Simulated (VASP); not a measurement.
**NbP: single point with PBE+D4**

Crystal: NbP.

```xyz
4
Lattice="-1.6636 1.6636 5.6620 1.6636 -1.6636 5.6620 1.6636 1.6636 -5.6620" Properties=species:S:1:pos:R:3 pbc="T T T"
Nb    1.6636    0.0000    2.8327
Nb    0.0000    0.0000    5.6637
P     0.0000    1.6636    3.7649
P     0.0000    0.0000    0.9340
```

* Program: VASP 6.6.1
* Task: single point
* Functional: PBE
* Dispersion: D4
* Potentials or basis: VASP PAW PBE potentials, release 64 (Nb_sv, P)
* Cutoff: 520 eV
* k mesh: 11 × 11 × 11
* Occupations: fermi-dirac, width 0.05 eV
* Spin: no spin polarisation
* Dipole correction: no
* Further INCAR settings: ALGO = Normal; EDIFF = 1e-07; NBANDS = 26

```json
{
  "Pressure": "-0.4 GPa",
  "Band gap on the k mesh": "0.05 eV, indirect (least direct gap 0.06 eV)",
  "Dispersion energy per atom": "-0.430 eV"
}
```

Forces on the atoms (eV/Å):
```
Nb   0.000  0.000 -0.003
Nb   0.000  0.000 -0.003
P    0.000  0.000  0.003
P    0.000  0.000  0.003
```

Levels at points of the mesh, in eV from the valence-band top:
| k point | band 14 | band 15 | band 16 | band 17 | band 18 | band 19 | band 20 | band 21 | band 22 | band 23 |
| --- | --- | --- | --- | --- | --- | --- | --- | --- | --- | --- |
| (0.00, 0.00, 0.00) | -2.25 | -2.17 | -1.71 | -1.35 | -1.35 | 0.85 | 1.67 | 2.79 | 3.24 | 3.24 |

It took 5.7 min on 1 thread of Intel(R) Xeon(R) Platinum 8559C (Emerald Rapids), with other jobs on the host, peak memory 0.42 GiB.

A k mesh can miss the band edges.
